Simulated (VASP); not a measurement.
# ScTiSe4 (P6/mmm) in VASP: single point with PBE

Aim: the single point of ScTiSe4 with PBE.

All numbers are computed with VASP 6.6.1; they aren't measurements. Logs are shortened: lines on timing, memory, paths and dates and some standing lists are left out, and cuts for length are marked.

## (1) The cell of the first run

The structure is hexagonal, space group P6/mmm (No. 191). Conventional cell: a = 3.993 Å, b = 3.993 Å, c = 8.867 Å, α = 90.00°, β = 90.00°, γ = 120.00°. Sc (site symmetry 6/mmm) has 12 Se at 3.10 Å and 6 Sc at 3.99 Å within 4.1 Å. Within 4.5 Å of Ti (site symmetry 6/mmm) lie 12 Se at 3.30 Å and 6 Ti at 3.99 Å and 2 Sc at 4.43 Å. Within 3.1 Å of Se (site symmetry 3m) lie 3 Se at 2.31 Å and 3 Sc at 3.10 Å.

The cell was built from a structure type or drawn by symmetry, and may not be a known phase.

## (2) Single point, PBE, collinear spin

File INCAR:

```
SYSTEM = ScTiSe4
PREC = Accurate
ENCUT = 520
EDIFF = 1E-7
ISMEAR = 0
SIGMA = 0.1
LREAL = .False.
LASPH = .True.
NELM = 150
ALGO = Normal
ISIF = 2
LWAVE = .False.
LCHARG = .True.
ISPIN = 2
MAGMOM = 0 1 0 0 0 0
LORBIT = 11
LMAXMIX = 4
GGA = PE
LELF = .True.
LVHAR = .True.
NBANDS = 36
```

File KPOINTS:

```
Automatic mesh
0
Gamma
  6 6 2
  0 0 0
```

File POSCAR:

```
ScTiSe4
1.0
    3.9934293600      0.0000000000      0.0000000000
   -1.9967146800      3.4584112800      0.0000000000
    0.0000000000      0.0000000000      8.8671107000
Sc Ti Se
1 1 4
Direct
    0.0000000000      0.0000000000      0.0000000000
    0.0000000000      0.0000000000      0.5000000000
    0.6666666700      0.3333333300      0.2336920100
    0.3333333300      0.6666666700      0.7663079900
    0.3333333300      0.6666666700      0.2336920100
    0.6666666700      0.3333333300      0.7663079900
```

Potentials or basis: VASP PAW PBE potentials, release 64 (Sc_sv, Ti_sv, Se).

Command:

```sh
cat potpaw_PBE.64/Sc_sv/POTCAR potpaw_PBE.64/Ti_sv/POTCAR potpaw_PBE.64/Se/POTCAR > POTCAR
mpirun -np 1 vasp_std > vasp.out
```

OUTCAR:

```text
SYSTEM = ScTiSe4
   PREC = Accurate
   ENCUT = 520
   EDIFF = 1E-7
   ISMEAR = 0
   LREAL = .False.
   LASPH = .True.
   NELM = 150
   ISIF = 2
   ISPIN = 2
   LORBIT = 11
   GGA = PE

 ion  position               nearest neighbor table
   1  0.000  0.000  0.000-   3 3.10   4 3.10   5 3.10   6 3.10   3 3.10   6 3.10   4 3.10   5 3.10
                             3 3.10   6 3.10   4 3.10   5 3.10
   2  0.000  0.000  0.500-
   3  0.667  0.333  0.234-   5 2.31   5 2.31   5 2.31   1 3.10   1 3.10   1 3.10
   4  0.333  0.667  0.766-   6 2.31   6 2.31   6 2.31   1 3.10   1 3.10   1 3.10
   5  0.333  0.667  0.234-   3 2.31   3 2.31   3 2.31   1 3.10   1 3.10   1 3.10
   6  0.667  0.333  0.766-   4 2.31   4 2.31   4 2.31   1 3.10   1 3.10   1 3.10

  LATTYP: Found a hexagonal cell.
 ALAT       =     3.9934293600
 C/A-ratio  =     2.2204250785

  Lattice vectors:

 A1 = (   3.9934293600,   0.0000000000,   0.0000000000)
 A2 = (  -1.9967146800,   3.4584112800,   0.0000000000)
 A3 = (   0.0000000000,   0.0000000000,   8.8671107000)

Analysis of symmetry for initial positions (statically):
=====================================================================
 Subroutine PRICEL returns:
 Original cell was already a primitive cell.

 Routine SETGRP: Setting up the symmetry group for a
 hexagonal supercell.

 Subroutine GETGRP returns: Found 24 space group operations
 (whereof 24 operations were pure point group operations)
 out of a pool of 24 trial point group operations.

The static configuration has the point symmetry D_6h.

Analysis of symmetry for dynamics (positions and initial velocities):
=====================================================================
 Subroutine PRICEL returns:
 Original cell was already a primitive cell.

 Routine SETGRP: Setting up the symmetry group for a
 hexagonal supercell.

 Subroutine GETGRP returns: Found 24 space group operations
 (whereof 24 operations were pure point group operations)
 out of a pool of 24 trial point group operations.

The dynamic configuration has the point symmetry D_6h.

Analysis of structural, dynamic, and magnetic symmetry:
=====================================================================
 Subroutine PRICEL returns:
 Original cell was already a primitive cell.

 Routine SETGRP: Setting up the symmetry group for a
 hexagonal supercell.

 Subroutine GETGRP returns: Found 24 space group operations
 (whereof 24 operations were pure point group operations)
 out of a pool of 24 trial point group operations.

The overall configuration has the point symmetry D_6h.

 Subroutine INISYM returns: Found 24 space group operations
 (whereof 24 operations are pure point group operations),
 and found     1 'primitive' translations

----------------------------------------------------------------------------------------

                                     Primitive cell

  volume of cell :     122.4630

  direct lattice vectors                    reciprocal lattice vectors
     3.993429360  0.000000000  0.000000000     0.250411341  0.144575055  0.000000000
    -1.996714680  3.458411280  0.000000000     0.000000000  0.289150109  0.000000000
     0.000000000  0.000000000  8.867110700     0.000000000  0.000000000  0.112776307

  length of vectors
     3.993429360  3.993429365  8.867110700     0.289150110  0.289150109  0.112776307

  position of ions in fractional coordinates (direct lattice)
     0.000000000  0.000000000  0.000000000
     0.000000000  0.000000000  0.500000000
     0.666666670  0.333333330  0.233692010
     0.333333330  0.666666670  0.766307990
     0.333333330  0.666666670  0.233692010
     0.666666670  0.333333330  0.766307990

  ion indices of the primitive-cell ions
   primitive index   ion index
                 1           1
                 2           2
                 3           3
                 4           4
                 5           5
                 6           6

----------------------------------------------------------------------------------------

 KPOINTS: Automatic mesh

Automatic generation of k-mesh.
 Grid dimensions read from file:
 generate k-points for:    6    6    2

 Generating k-lattice:

  Cartesian coordinates                     Fractional coordinates (reciprocal lattice)
     0.041735223  0.024095842  0.000000000     0.166666667  0.000000000  0.000000000
     0.000000000  0.048191685  0.000000000     0.000000000  0.166666667  0.000000000
     0.000000000  0.000000000  0.056388154     0.000000000  0.000000000  0.500000000

  Length of vectors
     0.048191685  0.048191685  0.056388154

  Shift w.r.t. Gamma in fractional coordinates (k-lattice)
     0.000000000  0.000000000  0.000000000

 Subroutine IBZKPT returns following result:
 ===========================================

 Found     14 irreducible k-points:

 Following reciprocal coordinates:
            Coordinates               Weight
  0.000000  0.000000  0.000000      1.000000
  0.166667  0.000000  0.000000      6.000000
  0.333333 -0.000000  0.000000      6.000000
  0.500000 -0.000000  0.000000      3.000000
  0.166667  0.166667  0.000000      6.000000
  0.333333  0.166667  0.000000     12.000000
  0.333333  0.333333  0.000000      2.000000
  0.000000  0.000000  0.500000      1.000000
  0.166667  0.000000  0.500000      6.000000
  0.333333 -0.000000  0.500000      6.000000
  0.500000 -0.000000  0.500000      3.000000
  0.166667  0.166667  0.500000      6.000000
  0.333333  0.166667  0.500000     12.000000
  0.333333  0.333333  0.500000      2.000000
   k-points           NKPTS =     14   k-points in BZ     NKDIM =     14   number of bands    NBANDS=     36
   number of dos      NEDOS =    301   number of ions     NIONS =      6
   total plane-waves  NPLWV =  63000
   dimension x,y,z NGX =    30 NGY =   30 NGZ =   70
   dimension x,y,z NGXF=    60 NGYF=   60 NGZF=  140
   ions per type =               1   1   4
   NGX,Y,Z   is equivalent  to a cutoff of  12.49, 12.49, 13.12 a.u.
   NGXF,Y,Z  is equivalent  to a cutoff of  24.98, 24.98, 26.25 a.u.
 SYSTEM =  ScTiSe4
   PREC   = accura    normal or accurate (medium, high low for compatibility)
   ISTART =      0    job   : 0-new  1-cont  2-samecut
   ICHARG =      2    charge: 1-file 2-atom 10-const
   ISPIN  =      2    spin polarized calculation?
   LNONCOLLINEAR =      F non collinear calculations
   LSORBIT =      F    spin-orbit coupling
   LASPH  =      T    aspherical Exc in radial PAW
   ENCUT  =  520.0 eV  38.22 Ry    6.18 a.u.   7.43  7.43 16.49*2*pi/ulx,y,z
   NELM   =    150;   NELMIN=  2; NELMDL= -5     # of ELM steps
   EDIFF  = 0.1E-06   stopping-criterion for ELM
   LREAL  =      F    real-space projection
   EDIFFG = 0.1E-05   stopping-criterion for IOM
   NSW    =      0    number of steps for IOM
   IBRION =     -1    ionic relax: 0-MD 1-quasi-New 2-CG
   NFREE  =      0    steps in history (QN), initial steepest desc. (CG)
   ISIF   =      2    stress and relaxation
   ISYM   =      2    0-nonsym 1-usesym 2-fastsym
   POTIM  = 0.5000    time-step for ionic-motion
   TEBEG  =    0.0;   TEEND  =   0.0 temperature during run
   PSTRESS=    0.0 pullay stress
   NELECT =      47.0000    total number of electrons
   NUPDOWN=      -1.0000    fix difference up-down
   EMIN   =  10.00;   EMAX   =-10.00  energy-range for DOS
   EFERMI =   0.00;   METHOD = LEGACY
   ISMEAR =     0;   SIGMA  =   0.10  broadening in eV -4-tet -1-fermi 0-gaus
   EFERMI_NEDOS =   21; number of points for ismear=-14 and -15
   IALGO  =     38    algorithm
   IMIX   =      4    mixing-type and parameters
     AMIX     =   0.40;   BMIX     =  1.00
     AMIX_MAG =   1.60;   BMIX_MAG =  1.00
  volume/ion in A,a.u.               =      20.41       137.74
  Fermi-wavevector in a.u.,A,eV,Ry     =   1.189705  2.248216 19.257650  1.415397
  Thomas-Fermi vector in A             =   2.325806
   LORBIT       =     11    0 simple, 1 ext, 2 COOP (PROOUT), +10 PAW based schemes
   GGA     = PE    functional components
   LHFCALC =     F    Hartree Fock is set to
   AEXX    =    0.0000 exact exchange contribution
   IVDW    =     0    specifies the selected vdW correction
   LEPSILON=     F    determine dielectric tensor
   LRPA    =     F    only Hartree local field effects (RPA)
 spin polarized calculation
 Gauss-broadening in eV      SIGMA  =   0.10
  energy-cutoff  :      520.00
  volume of cell :      122.46
 maximum number of plane-waves:      3320
 NGX is ok and might be reduce to    30
   NGX = 15   NGY = 15   NGZ = 33

 number of electron      47.0000009 magnetization       2.8911974

 Free energy of the ion-electron system (eV)
  ---------------------------------------------------
  ext. energy  EPLUGINS =         0.00000000
  ---------------------------------------------------
  free energy    TOTEN  =       -22.06205720 eV

  energy without entropy =      -22.01514287  energy(sigma->0) =      -22.03860004

 E-fermi :   7.0376     XC(G=0): -10.3370

 val. band max:        7.0187843144   @ k =   0.1667   0.1667   0.0000
 cond. band min:       7.0418899443   @ k =   0.3333   0.1667   0.5000
 fundamental gap:      0.0231056299
 Fermi energy:         7.0376479427

 spin component 1

 k-point     1 :       0.0000    0.0000    0.0000
  band No.  band energies     occupation
      1     -50.9929      1.00000
      2     -43.7719      1.00000
      3     -27.3222      1.00000
      4     -27.2915      1.00000
      5     -27.2915      1.00000
      6     -22.4269      1.00000
[... 27 lines left out ...]
     34       9.4826      0.00000
     35       9.4826      0.00000

 k-point     2 :       0.1667    0.0000    0.0000
  band No.  band energies     occupation
      1     -50.9927      1.00000
      2     -43.7712      1.00000
      3     -27.3215      1.00000
      4     -27.2958      1.00000
      5     -27.2926      1.00000
      6     -22.4379      1.00000
[... 27 lines left out ...]
     34       8.6222      0.00000
     35       9.5114      0.00000
[... 416 lines left out ...]
     34       9.2846      0.00000
     35      10.0067      0.00000

 k-point    14 :       0.3333    0.3333    0.5000
  band No.  band energies     occupation
      1     -50.9918      1.00000
      2     -43.7688      1.00000
      3     -27.3192      1.00000
      4     -27.3037      1.00000
      5     -27.3037      1.00000
      6     -22.4572      1.00000
[... 27 lines left out ...]
     34       8.9293      0.00000
     35      10.1652      0.00000
 Fermi energy:         7.0376479427

 spin component 2

 k-point     1 :       0.0000    0.0000    0.0000
  band No.  band energies     occupation
      1     -49.2257      1.00000
      2     -43.6160      1.00000
      3     -25.6111      1.00000
      4     -25.4882      1.00000
      5     -25.4882      1.00000
      6     -22.2529      1.00000
[... 27 lines left out ...]
     34       9.9882      0.00000
     35       9.9882      0.00000

 k-point     2 :       0.1667    0.0000    0.0000
  band No.  band energies     occupation
      1     -49.2254      1.00000
      2     -43.6153      1.00000
      3     -25.6103      1.00000
      4     -25.4927      1.00000
      5     -25.4893      1.00000
      6     -22.2637      1.00000
[... 27 lines left out ...]
     34       9.1716      0.00000
     35       9.9989      0.00000
[... 416 lines left out ...]
     34       9.8444      0.00000
     35      10.7486      0.00000

 k-point    14 :       0.3333    0.3333    0.5000
  band No.  band energies     occupation
      1     -49.2245      1.00000
      2     -43.6129      1.00000
      3     -25.6076      1.00000
      4     -25.5008      1.00000
      5     -25.5008      1.00000
      6     -22.2826      1.00000
[... 27 lines left out ...]
     34       9.5536      0.00000
     35      10.5889      0.00000
 [bands above 35 left out]

------------------------ aborting loop because EDIFF is reached ----------------------------------------

  FORCE on cell =-STRESS in cart. coord.  units (eV):
  Direction    XX          YY          ZZ          XY          YZ          ZX
  --------------------------------------------------------------------------------------
  -------------------------------------------------------------------------------------
  Total       28.3131691     28.3131692     -6.4486581      0.0000000     -0.0000000     -0.0000000
  in kB      370.4198819    370.4198832    -84.3674960      0.0000000     -0.0000000     -0.0000000
  external PRESSURE =     218.8240897 kB  Pullay stress =       0.0000000 kB

 VOLUME and BASIS-vectors are now :
 -----------------------------------------------------------------------------
  energy-cutoff  :      520.00
  volume of cell :      122.46
      direct lattice vectors                 reciprocal lattice vectors
     3.993429360  0.000000000  0.000000000     0.250411341  0.144575055  0.000000000
    -1.996714680  3.458411280  0.000000000     0.000000000  0.289150109  0.000000000
     0.000000000  0.000000000  8.867110700     0.000000000  0.000000000  0.112776307

 POSITION                                       TOTAL-FORCE (eV/Angst)
 -----------------------------------------------------------------------------------
      0.00000      0.00000      0.00000        -0.000000      0.000000      0.000000
      0.00000      0.00000      4.43356        -0.000000      0.000000      0.000000
      1.99671      1.15280      2.07217         0.000000      0.000000     -0.088940
     -0.00000      2.30561      6.79494        -0.000000      0.000000      0.088940
     -0.00000      2.30561      2.07217        -0.000000      0.000000     -0.088940
      1.99671      1.15280      6.79494         0.000000      0.000000      0.088940
 -----------------------------------------------------------------------------------
    total drift:                                0.000000     -0.000000      0.000000

  FREE ENERGIE OF THE ION-ELECTRON SYSTEM (eV)
  ---------------------------------------------------
  free  energy   TOTEN  =       -22.0620572042 eV

  energy  without entropy=      -22.0151428707  energy(sigma->0) =      -22.03860004

 total charge

# of ion       s       p       d       tot
------------------------------------------
    1        2.145   6.045   1.093   9.282
    2        2.125   5.971   1.999  10.096
    3        1.541   2.268   0.165   3.974
    4        1.541   2.268   0.165   3.974
    5        1.541   2.268   0.165   3.974
    6        1.541   2.268   0.165   3.974
--------------------------------------------------
tot         10.433  21.087   3.752  35.272

 magnetization (x)

# of ion       s       p       d       tot
------------------------------------------
    1        0.020   0.008   0.162   0.190
    2        0.061   0.015   1.750   1.826
    3        0.011  -0.019   0.008   0.001
    4        0.011  -0.019   0.008   0.001
    5        0.011  -0.019   0.008   0.001
    6        0.011  -0.019   0.008   0.001
--------------------------------------------------
tot          0.124  -0.051   1.947   2.019
```

Run time: 5.7 min. Hardware: 1 thread of Intel Xeon 8259CL, shared host; peak memory 0.35 GiB.

Results:

```
Free energy                                           : -22.0621 eV
Pressure                                              : 21.9 GPa
Largest force                                         : 0.089 eV/Å
Net moment                                            : 2.89 μB per cell
Site moments                                          : Sc +0.19; Ti +1.83; Se +0.00 μB
Valence electrons inside the program's atomic spheres : Sc 9.28; Ti 10.10; Se 3.97
```

Forces in eV/Å, atoms in the order of the input:
```
Sc   0.000  0.000  0.000
Ti   0.000  0.000  0.000
Se   0.000  0.000 -0.089
Se   0.000  0.000  0.089
Se   0.000  0.000 -0.089
Se   0.000  0.000  0.089
```

Levels at points of the mesh, in eV from the Fermi level:
Spin up:
```csv
k point,band 23,band 24,band 25,band 26,band 27,band 28
"(0.00, 0.00, 0.00)",-1.56,-0.51,-0.51,-0.40,-0.33,0.15
"(0.50, 0.00, 0.00)",-0.07,0.21,0.33,0.68,0.76,0.94
"(0.00, 0.00, 0.50)",-1.54,-0.68,-0.38,-0.38,-0.11,0.25
"(0.50, 0.00, 0.50)",0.09,0.34,0.38,0.65,0.81,0.87
```
Spin down:
```tsv
k point	band 20	band 21	band 22	band 23	band 24	band 25
(0.00, 0.00, 0.00)	-2.22	-1.84	-1.50	-1.50	-0.34	0.38
(0.50, 0.00, 0.00)	-3.00	0.09	0.67	1.20	1.21	1.27
(0.00, 0.00, 0.50)	-2.10	-1.70	-1.70	-0.51	-0.22	-0.14
(0.50, 0.00, 0.50)	-3.68	0.86	0.96	1.22	1.26	1.30
```

Caveat: the cell stands under pressure.
